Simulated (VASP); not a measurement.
Write the native input for VASP 6.6.1 that does the following.

```
Task                   : single point
Functional             : PBE
Potentials or basis    : VASP PAW PBE potentials, release 64 (B, As)
Cutoff                 : 520 eV
k mesh                 : 6 × 6 × 4
Occupations            : gaussian, width 0.1 eV
Spin                   : no spin polarisation
Dipole correction      : no
Further INCAR settings : ALGO = Normal; EDIFF = 1e-07; NBANDS = 20
```

The structure of B2As lies in POSCAR:

```
B2As
1.0
    2.3073088100     -2.3958466100      0.0000000000
    2.3073088100      2.3958466100      0.0000000000
   -0.8366727800      0.0000000000      5.2341251400
B As
4 2
Direct
    0.1584272600      0.4526645600      0.3780588900
    0.5473354400      0.8415727400      0.1219411100
    0.8415727400      0.5473354400      0.6219411100
    0.4526645600      0.1584272600      0.8780588900
    0.0000000000      0.5000000000      0.0000000000
    0.5000000000      0.0000000000      0.5000000000
```

The input as run:

INCAR

```
SYSTEM = B2As
ALGO = Normal ; EDIFF = 1E-7
ENCUT = 520 ; GGA = PE
ISIF = 2 ; ISMEAR = 0
LASPH = .TRUE. ; LCHARG = .FALSE.
LREAL = .FALSE. ; LWAVE = .FALSE.
NBANDS = 20 ; NELM = 60
PREC = Accurate ; SIGMA = 0.1
```

KPOINTS

```
k-points
0
G
  6 6 4
  0 0 0
```

Potentials or basis: VASP PAW PBE potentials, release 64 (B, As).

Run with:

```console
$ cat potpaw_PBE.64/B/POTCAR potpaw_PBE.64/As/POTCAR > POTCAR
$ mpirun -np 1 vasp_std > vasp.out
```

It gave:

```
Pressure               : 32.9 GPa
Largest force          : 2.361 eV/Å
Band gap on the k mesh : zero (band 11 reaches 8.87 eV, above the bottom of band 12 at 7.87 eV)
```

Caveat: forces of over 1 eV/Å act on the atoms, so gaps and moduli don't describe the material at rest.

It took 33 s on 1 thread of Intel(R) Xeon(R) Platinum 8488C (Sapphire Rapids) (shared host), peak memory 0.19 GiB.
